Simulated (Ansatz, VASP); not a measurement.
# One calculation of NaLa, two programs

INCAR

```
SYSTEM = NaLa
  PREC = Accurate
  ENCUT = 520
  EDIFF = 1E-7
  ISMEAR = -1
  SIGMA = 0.05
  LREAL = .FALSE.
  LASPH = .TRUE.
  NELM = 80
  ALGO = Normal
  ISIF = 2
  LWAVE = .FALSE.
  LCHARG = .FALSE.
  GGA = PS
  NBANDS = 16
```

KPOINTS

```
Automatic mesh
0
G
  5 5 3
  0 0 0
```

File POSCAR:

```
NaLa
1.0
    3.6062507687      0.0000000000      0.0000000000
   -1.8031253843      3.1231047781      0.0000000000
    0.0000000000      0.0000000000      6.4837820000
La Na
1 1
Direct
    0.3333333333      0.6666666667      0.5000000000
    0.0000000000      0.0000000000      0.0000000000
```

File input.yaml:

```yaml
crystal:
  lattice:
    - [3.6062507687, 0.0, 0.0]
    - [-1.8031253843, 3.1231047781, 0.0]
    - [0.0, 0.0, 6.483782]
  atoms:
    - { symbol: La, position: [0.3333333333, 0.6666666667, 0.5] }
    - { symbol: Na, position: [0.0, 0.0, 0.0] }
hamiltonian:
  xc: pbesol
  pseudopotentials: { kind: paw }
kpoints:
  mp_grid: { grid: [5, 5, 3] }
  band_path:
    path:
      - [[0.0, 0.0, 0.0], [0.5, 0.0, 0.0], [0.3333333333, 0.3333333333, 0.0], [0.0, 0.0, 0.0], [0.0, 0.0, 0.5], [0.5, 0.0, 0.5], [0.3333333333, 0.3333333333, 0.5], [0.0, 0.0, 0.5]]
      - [[0.5, 0.0, 0.5], [0.5, 0.0, 0.0]]
      - [[0.3333333333, 0.3333333333, 0.0], [0.3333333333, 0.3333333333, 0.5]]
    npoints: 14
scf:
  occupations: { method: fermi_dirac, width: 0.05 }
  n_extra_bands: 6
output:
  forces: true
  stress: true
  eigenvalues: true
  fatbands: false
```

Alike in both runs: functional PBEsol; k mesh 5 × 5 × 3; occupations fermi-dirac, width 0.05 eV; no spin polarisation.

```csv
,VASP,Ansatz
version,VASP 6.6.1,Ansatz 0.2.0
potentials or method,"VASP PAW PBE potentials, release 64 (La, Na_pv)",Ansatz PAW
plane-wave cutoff (eV),520,420
valence electrons in the cell,18,20
task,single point,band structure
```

VASP gave:

| Quantity | Value |
| --- | --- |
| gap on the k mesh at the Fermi level (eV) | none |
| pressure (GPa) | -0.8 |

Task: Estimate Ansatz's values.

Result: gap on the k mesh at the Fermi level (eV): none; pressure (GPa): -0.9.

VASP's potentials were made for PBE, not for PBEsol. A gap of «none» marks a metal or a gap that the smearing closes. With one functional, cell and mesh, what is left measures potentials, basis and numerics. VASP's potentials hold 18 valence electrons a cell and Ansatz's 20, so a difference there can come from the potentials and not from the codes.

The k mesh is coarse, so the values compare programs but aren't converged. Spin-orbit coupling is off throughout.
